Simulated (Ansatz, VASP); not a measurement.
## KCl in VASP and in Ansatz

```
K Cl
1.0
     0.00000    3.05614    3.05614
     3.05614    0.00000    3.05614
     3.05614    3.05614    0.00000
K Cl
1 1
Direct
  0.00000 0.00000 0.00000
  0.50000 0.50000 0.50000
```

Alike in both runs: task single point; functional PBE; k mesh 6 × 6 × 6; occupations gaussian, width 0.02 eV; no spin polarisation.

|  | VASP | Ansatz |
| --- | --- | --- |
| version | VASP 6.6.1 | Ansatz 0.2.0 |
| potentials or method | VASP PAW PBE potentials, release 64 (K_sv, Cl), cutoff 520 eV | scalar-relativistic, plane waves, PAW |
| valence electrons in the cell | 16 | 16 |

```tsv
	VASP	Ansatz	Ansatz less VASP
gap on the k mesh at the Fermi level (eV)	5.50	5.51	+0.003
least direct gap on the mesh (eV)	5.50	5.51	+0.003
pressure (GPa)	2.9	2.9	-0.05
```
